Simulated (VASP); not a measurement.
# Sc (P6_3/mmc) in VASP: notebook

Sc is run at these levels: PBE; tasks: single point.

Program: VASP 6.6.1. These are calculated values, not measurements. Logs are shortened: lines on timing, memory, paths and dates and some standing lists are left out, and cuts for length are marked.

**1. The cell of the first run**

Symmetry: P6_3/mmc, No. 194, hexagonal system. Conventional cell: a = 3.259 Å, b = 3.259 Å, c = 5.426 Å, α = 90.00°, β = 90.00°, γ = 120.00°. Sc (site symmetry -6m2) has 12 Sc at 3.26 to 3.30 Å within 4.3 Å.

**2. Single point, PBE (strain -0.015 along x and y, +0.030 along z)**

Input file INCAR:

```
SYSTEM = Sc
PREC = Accurate
ENCUT = 520
EDIFF = 1E-6
ISMEAR = 0
SIGMA = 0.15
LREAL = .FALSE.
LASPH = .TRUE.
NELM = 80
ALGO = Fast
ISIF = 2
LWAVE = .FALSE.
LCHARG = .FALSE.
GGA = PE
NBANDS = 18
```

Input file KPOINTS:

```
regular mesh
0
G
  18 18 10
  0 0 0
```

Input file POSCAR:

```
Sc
1.0
    3.2591659288      0.0000000000      0.0000000000
   -1.6295829644      2.8225204895      0.0000000000
    0.0000000000      0.0000000000      5.4260400000
Sc
2
Direct
    0.3333333333      0.6666666667      0.2500000000
    0.6666666667      0.3333333333      0.7500000000
```

Potentials or basis: VASP PAW PBE potentials, release 64 (Sc_sv).

Launch:

```sh
$ cat potpaw_PBE.64/Sc_sv/POTCAR > POTCAR
$ mpirun -np 1 vasp_std > vasp.out
```

OUTCAR:

```text
SYSTEM = Sc
   PREC = Accurate
   ENCUT = 520
   EDIFF = 1E-6
   ISMEAR = 0
   LREAL = .FALSE.
   LASPH = .TRUE.
   NELM = 80
   ISIF = 2
   GGA = PE

 ion  position               nearest neighbor table
   1  0.333  0.667  0.250-   2 3.30   2 3.30   2 3.30   2 3.30   2 3.30   2 3.30
   2  0.667  0.333  0.750-   1 3.30   1 3.30   1 3.30   1 3.30   1 3.30   1 3.30

  LATTYP: Found a hexagonal cell.
 ALAT       =     3.2591659288
 C/A-ratio  =     1.6648554012

  Lattice vectors:

 A1 = (   3.2591659288,   0.0000000000,   0.0000000000)
 A2 = (  -1.6295829644,   2.8225204895,   0.0000000000)
 A3 = (   0.0000000000,   0.0000000000,   5.4260400000)

Analysis of symmetry for initial positions (statically):
=====================================================================
 Subroutine PRICEL returns:
 Original cell was already a primitive cell.

 Routine SETGRP: Setting up the symmetry group for a
 hexagonal supercell.

 Subroutine GETGRP returns: Found 24 space group operations
 (whereof 12 operations were pure point group operations)
 out of a pool of 24 trial point group operations.

The static configuration has the point symmetry D_3d.
 The point group associated with its full space group is D_6h.

Analysis of symmetry for dynamics (positions and initial velocities):
=====================================================================
 Subroutine PRICEL returns:
 Original cell was already a primitive cell.

 Routine SETGRP: Setting up the symmetry group for a
 hexagonal supercell.

 Subroutine GETGRP returns: Found 24 space group operations
 (whereof 12 operations were pure point group operations)
 out of a pool of 24 trial point group operations.

The dynamic configuration has the point symmetry D_3d.
 The point group associated with its full space group is D_6h.

 Subroutine INISYM returns: Found 24 space group operations
 (whereof 12 operations are pure point group operations),
 and found     1 'primitive' translations

----------------------------------------------------------------------------------------

                                     Primitive cell

  volume of cell :      49.9145

  direct lattice vectors                    reciprocal lattice vectors
     3.259165929  0.000000000  0.000000000     0.306826968  0.177146633  0.000000000
    -1.629582964  2.822520490  0.000000000     0.000000000  0.354293265  0.000000000
     0.000000000  0.000000000  5.426040000     0.000000000  0.000000000  0.184296467

  length of vectors
     3.259165929  3.259165929  5.426040000     0.354293265  0.354293265  0.184296467

  position of ions in fractional coordinates (direct lattice)
     0.333333333  0.666666667  0.250000000
     0.666666667  0.333333333  0.750000000

  ion indices of the primitive-cell ions
   primitive index   ion index
                 1           1
                 2           2

----------------------------------------------------------------------------------------

 KPOINTS: regular mesh

Automatic generation of k-mesh.
 Grid dimensions read from file:
 generate k-points for:   18   18   10

 Generating k-lattice:

  Cartesian coordinates                     Fractional coordinates (reciprocal lattice)
     0.017045943  0.009841480  0.000000000     0.055555556  0.000000000  0.000000000
     0.000000000  0.019682959  0.000000000     0.000000000  0.055555556  0.000000000
     0.000000000  0.000000000  0.018429647     0.000000000  0.000000000  0.100000000

  Length of vectors
     0.019682959  0.019682959  0.018429647

  Shift w.r.t. Gamma in fractional coordinates (k-lattice)
     0.000000000  0.000000000  0.000000000

 Subroutine IBZKPT returns following result:
 ===========================================

 Found    222 irreducible k-points:

 Following reciprocal coordinates:
            Coordinates               Weight
  0.000000  0.000000  0.000000      1.000000
  0.055556  0.000000  0.000000      6.000000
  0.111111  0.000000  0.000000      6.000000
  0.166667 -0.000000  0.000000      6.000000
  0.222222 -0.000000  0.000000      6.000000
  0.277778 -0.000000  0.000000      6.000000
[... 16 lines left out ...]
  0.333333  0.111111  0.000000     12.000000
  0.388889  0.111111  0.000000     12.000000
 [... further k-points ...]
   k-points           NKPTS =    222   k-points in BZ     NKDIM =    222   number of bands    NBANDS=     18
   number of dos      NEDOS =    301   number of ions     NIONS =      2
   total plane-waves  NPLWV =  23040
   dimension x,y,z NGX =    24 NGY =   24 NGZ =   40
   dimension x,y,z NGXF=    48 NGYF=   48 NGZF=   80
   ions per type =               2
   NGX,Y,Z   is equivalent  to a cutoff of  12.24, 12.24, 12.26 a.u.
   NGXF,Y,Z  is equivalent  to a cutoff of  24.48, 24.48, 24.51 a.u.
 SYSTEM =  Sc
   PREC   = accura    normal or accurate (medium, high low for compatibility)
   ISTART =      0    job   : 0-new  1-cont  2-samecut
   ICHARG =      2    charge: 1-file 2-atom 10-const
   ISPIN  =      1    spin polarized calculation?
   LNONCOLLINEAR =      F non collinear calculations
   LSORBIT =      F    spin-orbit coupling
   LASPH  =      T    aspherical Exc in radial PAW
   ENCUT  =  520.0 eV  38.22 Ry    6.18 a.u.   6.06  6.06 10.09*2*pi/ulx,y,z
   NELM   =     80;   NELMIN=  2; NELMDL= -5     # of ELM steps
   EDIFF  = 0.1E-05   stopping-criterion for ELM
   LREAL  =      F    real-space projection
   EDIFFG = 0.1E-04   stopping-criterion for IOM
   NSW    =      0    number of steps for IOM
   IBRION =     -1    ionic relax: 0-MD 1-quasi-New 2-CG
   NFREE  =      0    steps in history (QN), initial steepest desc. (CG)
   ISIF   =      2    stress and relaxation
   ISYM   =      2    0-nonsym 1-usesym 2-fastsym
   POTIM  = 0.5000    time-step for ionic-motion
   TEBEG  =    0.0;   TEEND  =   0.0 temperature during run
   PSTRESS=    0.0 pullay stress
   NELECT =      22.0000    total number of electrons
   NUPDOWN=      -1.0000    fix difference up-down
   EMIN   =  10.00;   EMAX   =-10.00  energy-range for DOS
   EFERMI =   0.00;   METHOD = LEGACY
   ISMEAR =     0;   SIGMA  =   0.15  broadening in eV -4-tet -1-fermi 0-gaus
   EFERMI_NEDOS =   21; number of points for ismear=-14 and -15
   IALGO  =     68    algorithm
   IMIX   =      4    mixing-type and parameters
     AMIX     =   0.40;   BMIX     =  1.00
     AMIX_MAG =   1.60;   BMIX_MAG =  1.00
  volume/ion in A,a.u.               =      24.96       168.42
  Fermi-wavevector in a.u.,A,eV,Ry     =   1.245872  2.354357 21.118934  1.552198
  Thomas-Fermi vector in A             =   2.380075
   LORBIT       =      0    0 simple, 1 ext, 2 COOP (PROOUT), +10 PAW based schemes
   GGA     = PE    functional components
   LHFCALC =     F    Hartree Fock is set to
   AEXX    =    0.0000 exact exchange contribution
   IVDW    =     0    specifies the selected vdW correction
   LEPSILON=     F    determine dielectric tensor
   LRPA    =     F    only Hartree local field effects (RPA)
 non-spin polarized calculation
 RMM-DIIS sequential band-by-band and
 Gauss-broadening in eV      SIGMA  =   0.15
  energy-cutoff  :      520.00
  volume of cell :       49.91
 maximum number of plane-waves:      1368
   NGX = 13   NGY = 13   NGZ = 21

 number of electron      22.0000003 magnetization

 Free energy of the ion-electron system (eV)
  ---------------------------------------------------
  ext. energy  EPLUGINS =         0.00000000
  ---------------------------------------------------
  free energy    TOTEN  =       -12.48851393 eV

  energy without entropy =      -12.43607415  energy(sigma->0) =      -12.46229404

 E-fermi :   3.6180     XC(G=0):  -9.8290

 val. band max:        3.6157040524   @ k =   0.2778   0.2222   0.4000
 cond. band min:       3.6227500073   @ k =   0.3889   0.1667   0.4000
 fundamental gap:      0.0070459549
 Fermi energy:         3.6180494070

 k-point     1 :       0.0000    0.0000    0.0000
  band No.  band energies     occupation
      1     -45.8464      2.00000
      2     -45.7950      2.00000
      3     -24.6303      2.00000
      4     -24.3087      2.00000
      5     -24.3087      2.00000
      6     -24.2722      2.00000
[... 10 lines left out ...]
     17       6.1420      0.00000
     18       6.1445      0.00000

 k-point     2 :       0.0556    0.0000    0.0000
  band No.  band energies     occupation
      1     -45.8448      2.00000
      2     -45.7941      2.00000
      3     -24.6266      2.00000
      4     -24.3179      2.00000
      5     -24.3115      2.00000
      6     -24.2738      2.00000
[... 10 lines left out ...]
     17       6.0750      0.00000
     18       6.1003      0.00000

 k-point     3 :       0.1111    0.0000    0.0000
  band No.  band energies     occupation
      1     -45.8404      2.00000
      2     -45.7917      2.00000
      3     -24.6155      2.00000
      4     -24.3445      2.00000
      5     -24.3196      2.00000
      6     -24.3010      2.00000
[... 10 lines left out ...]
     17       5.9104      0.00000
     18       5.9890      0.00000

 k-point     4 :       0.1667   -0.0000    0.0000
  band No.  band energies     occupation
      1     -45.8334      2.00000
      2     -45.7881      2.00000
      3     -24.5979      2.00000
      4     -24.3854      2.00000
      5     -24.3422      2.00000
      6     -24.3316      2.00000
[... 375 lines left out ...]
      4     -24.5126      2.00000
      5     -24.4965      2.00000
      6     -24.3866      2.00000
[... 10 lines left out ...]
     17       6.9208      0.00000
     18       7.2480      0.00000

 k-point    23 :       0.3333    0.1111    0.0000
  band No.  band energies     occupation
      1     -45.7948      2.00000
      2     -45.7730      2.00000
      3     -24.5733      2.00000
      4     -24.5257      2.00000
      5     -24.4864      2.00000
      6     -24.4027      2.00000
[... 10 lines left out ...]
     17       7.2216      0.00000
     18       7.3714      0.00000

 k-point    24 :       0.3889    0.1111    0.0000
  band No.  band energies     occupation
      1     -45.7890      2.00000
      2     -45.7722      2.00000
      3     -24.5979      2.00000
      4     -24.5447      2.00000
      5     -24.4654      2.00000
      6     -24.4131      2.00000
[... 10 lines left out ...]
     17       7.3556      0.00000
     18       7.3913      0.00000

 [... further k-points ...]

------------------------ aborting loop because EDIFF is reached ----------------------------------------

  FORCE on cell =-STRESS in cart. coord.  units (eV):
  Direction    XX          YY          ZZ          XY          YZ          ZX
  --------------------------------------------------------------------------------------
  -------------------------------------------------------------------------------------
  Total        0.3539812      0.3539812     -1.0580165      0.0000000      0.0000000      0.0000000
  in kB       11.3622473     11.3622473    -33.9606851      0.0000000      0.0000000      0.0000000
  external PRESSURE =      -3.7453969 kB  Pullay stress =       0.0000000 kB

 VOLUME and BASIS-vectors are now :
 -----------------------------------------------------------------------------
  energy-cutoff  :      520.00
  volume of cell :       49.91
      direct lattice vectors                 reciprocal lattice vectors
     3.259165929  0.000000000  0.000000000     0.306826968  0.177146633  0.000000000
    -1.629582964  2.822520490  0.000000000     0.000000000  0.354293265  0.000000000
     0.000000000  0.000000000  5.426040000     0.000000000  0.000000000  0.184296467

 POSITION                                       TOTAL-FORCE (eV/Angst)
 -----------------------------------------------------------------------------------
     -0.00000      1.88168      1.35651         0.000000     -0.000000      0.000000
      1.62958      0.94084      4.06953        -0.000000      0.000000      0.000000
 -----------------------------------------------------------------------------------
    total drift:                               -0.000000      0.000000     -0.000000

  FREE ENERGIE OF THE ION-ELECTRON SYSTEM (eV)
  ---------------------------------------------------
  free  energy   TOTEN  =       -12.4885139305 eV

  energy  without entropy=      -12.4360741537  energy(sigma->0) =      -12.46229404
```

Run time: 4.6 min. Hardware: 1 thread of Intel Xeon 8259CL, shared host; peak memory 0.28 GiB.

Results:

```yaml
Free_energy: -12.4885 eV
Pressure: -0.4 GPa
Band_gap_on_the_k_mesh: zero (bands 11 and 12 overlap by 1.13 eV)
```

Stress tensor (GPa, compression positive):
```
 1.14  0.00  0.00
 0.00  1.14  0.00
 0.00  0.00 -3.40
```

Caveat: the cell differs from its parent crystal (strain -0.015 along x and y, +0.030 along z).

**3. Single point, PBE (strain +0.015 along x and y, -0.030 along z)**

Input file INCAR:

```
SYSTEM = Sc
PREC     = Accurate       ! precision mode
ENCUT    = 520            ! plane-wave cutoff, eV
EDIFF    = 1E-6           ! SCF threshold, eV
ISMEAR   = 0              ! smearing method
SIGMA    = 0.15           ! smearing width, eV
LREAL    = .FALSE.        ! projectors in reciprocal space
LASPH    = .TRUE.         ! aspherical terms in the spheres
NELM     = 80             ! most SCF steps
ALGO     = Fast           ! electronic algorithm
ISIF     = 2              ! what is computed and relaxed
LWAVE    = .FALSE.        ! write WAVECAR
LCHARG   = .FALSE.        ! write CHGCAR
GGA      = PE             ! functional
NBANDS   = 18             ! bands
```

Input file KPOINTS:

```
Automatic mesh
0
G
  18 18 10
  0 0 0
```

Input file POSCAR:

```
Sc
1.0
    3.3584298657      0.0000000000      0.0000000000
   -1.6792149328      2.9084855806      0.0000000000
    0.0000000000      0.0000000000      5.1099600000
Sc
2
Direct
    0.3333333333      0.6666666667      0.2500000000
    0.6666666667      0.3333333333      0.7500000000
```

Potentials or basis: VASP PAW PBE potentials, release 64 (Sc_sv).

Launch:

```sh
$ cat potpaw_PBE.64/Sc_sv/POTCAR > POTCAR
$ mpirun -np 1 vasp_std > vasp.out
```

It took 7.6 min on 1 thread of Intel Xeon 8259CL, shared host; peak memory 0.3 GiB.

The run converged. Its results:

```yaml
Free_energy: -12.5162 eV
Pressure: -0.6 GPa
Band_gap_on_the_k_mesh: zero (bands 11 and 12 overlap by 1.57 eV)
```

Stress tensor (GPa, compression positive):
```
-1.20  0.00  0.00
 0.00 -1.20  0.00
 0.00  0.00  0.55
```

Levels at points of the mesh, in eV from the Fermi level:
```tsv
k point	band 8	band 9	band 10	band 11	band 12	band 13	band 14	band 15
(0.00, 0.00, 0.00)	-27.84	-5.09	-1.57	0.77	1.56	1.56	1.96	2.03
(0.50, 0.00, 0.00)	-27.91	-1.64	-1.05	-0.62	-0.40	1.25	1.36	1.94
(0.00, 0.00, 0.50)	-27.91	-3.51	-3.51	1.06	1.06	1.44	1.44	1.44
(0.50, 0.00, 0.50)	-27.94	-1.44	-1.44	0.09	0.09	1.27	1.27	2.29
```

Caveat: the cell differs from its parent crystal (strain +0.015 along x and y, -0.030 along z).
